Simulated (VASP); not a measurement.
BaTiO3, 5 atoms in the cell. It takes space group P4mm (No. 99, tetragonal). Conventional cell: a = 3.986 Å, b = 3.986 Å, c = 4.005 Å, α = 90.00°, β = 90.00°, γ = 90.00°. Ba (site symmetry 4mm) has 12 O at 2.78 to 2.87 Å and 8 Ti at 3.42 to 3.50 Å within 3.7 Å. Ti (site symmetry 4mm) has 6 O at 1.87 to 2.14 Å within 2.5 Å. O (site symmetry 4mm) has 2 Ti at 1.87 to 2.14 Å within 2.5 Å. Within 2.6 Å of O (site symmetry 2mm) lie 2 Ti at 2.00 Å. 

| Item | Value |
| --- | --- |
| Program | VASP 6.6.1 |
| Task | single point |
| Functional | PBE |
| Potentials or basis | VASP PAW PBE potentials, release 64 (Ba_sv, Ti_sv, O) |
| Cutoff | 520 eV |
| k mesh | 7 × 7 × 7 |
| Occupations | fermi-dirac, width 0.08 eV |
| Spin | no spin polarisation |
| Dipole correction | no |
| Further INCAR settings | ALGO = Normal; EDIFF = 1e-07; NBANDS = 28 |

Potentials or basis: VASP PAW PBE potentials, release 64 (Ba_sv, Ti_sv, O).

Command:

```bash
$ cat potpaw_PBE.64/Ba_sv/POTCAR potpaw_PBE.64/Ti_sv/POTCAR potpaw_PBE.64/O/POTCAR > POTCAR
$ mpirun -np 1 vasp_std > vasp.out
```

Hardware: 1 thread of Intel(R) Xeon(R) 6975P-C (Granite Rapids), with other jobs on the host.

How long does it take, and how much memory?

It took 41 s on 1 thread of Intel(R) Xeon(R) 6975P-C (Granite Rapids), with other jobs on the host, peak memory 0.21 GiB. Counts: scf iterations 17, k points 40.
